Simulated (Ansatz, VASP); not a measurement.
**SiC: VASP beside Ansatz**

File POSCAR:

```
SiC
1.0
    0.0000000000      2.1740000000      2.1740000000
    2.1740000000      0.0000000000      2.1740000000
    2.1740000000      2.1740000000      0.0000000000
Si C
1 1
Direct
    0.0034072643      0.0034072643      0.0034072643
    0.7420328850      0.7420328850      0.7420328850
```

File INCAR.step1:

```
SYSTEM = SiC
ALGO = Normal
EDIFF = 1E-4
ENCUT = 520
GGA = PE
ISMEAR = 0
LASPH = .TRUE.
LCHARG = .FALSE.
LREAL = .FALSE.
LWAVE = .TRUE.
NBANDS = 11
NELM = 60
PREC = Accurate
SIGMA = 0.05
```

The input INCAR.step2:

```
SYSTEM = SiC
ALGO = Normal
EDIFF = 1E-7
ENCUT = 520
ISIF = 2
ISMEAR = 0
ISTART = 1
LASPH = .TRUE.
LCHARG = .FALSE.
LMIXTAU = .TRUE.
LREAL = .FALSE.
LWAVE = .FALSE.
METAGGA = R2SCAN
NBANDS = 11
NELM = 60
PREC = Accurate
SIGMA = 0.05
```

File KPOINTS:

```
k-points
0
G
  12 12 12
  0 0 0
```

Input for Ansatz:

```yaml
crystal:
  lattice:
    - [0.0, 2.174, 2.174]
    - [2.174, 0.0, 2.174]
    - [2.174, 2.174, 0.0]
  atoms:
    - { symbol: Si, position: [0.0034072643, 0.0034072643, 0.0034072643] }
    - { symbol: C, position: [0.742032885, 0.742032885, 0.742032885] }
basis:
  ecutwfc: 500
kpoints:
  mp_grid: { grid: [12, 12, 12] }
hamiltonian:
  xc: r2scan
scf:
  occupations: { method: gaussian, width: 0.05 }
output:
  forces: true
  stress: true
  eigenvalues: true
  write_density: true
  write_potential: true
  elf: true
  volumetric_format: npy
```

Change from the starting cell: mode 4 (803.6 1/cm) frozen in, largest displacement -0.060 Å.

Alike in both runs: task single point; functional r2SCAN; k mesh 12 × 12 × 12; occupations gaussian, width 0.05 eV; no spin polarisation.

```csv
,VASP,Ansatz
version,VASP 6.6.1,Ansatz 0.2.0
potentials or method,"VASP PAW PBE potentials, release 64 (Si, C), cutoff 520 eV","scalar-relativistic, plane waves, PAW"
valence electrons in the cell,8,8
```

|  | VASP | Ansatz | Ansatz less VASP |
| --- | --- | --- | --- |
| gap on the k mesh at the Fermi level (eV) | 1.23 | 1.22 | -0.010 |
| least direct gap on the mesh (eV) | 4.90 | 4.89 | -0.013 |
| pressure (GPa) | 1.9 | 2.1 | +0.19 |
| traceless stress, the component that is largest in VASP (GPa) | -2.35 | -2.38 | -0.025 |
| rms of the force components (eV/Å) | 0.823 | 0.824 | +0.0016 |

VASP's potentials were made for PBE, not for r2SCAN. Atom by atom the forces differ by 0.002 eV/Å (rms over components). The functional is the same, so the differences come from potentials, cutoffs and numerics.
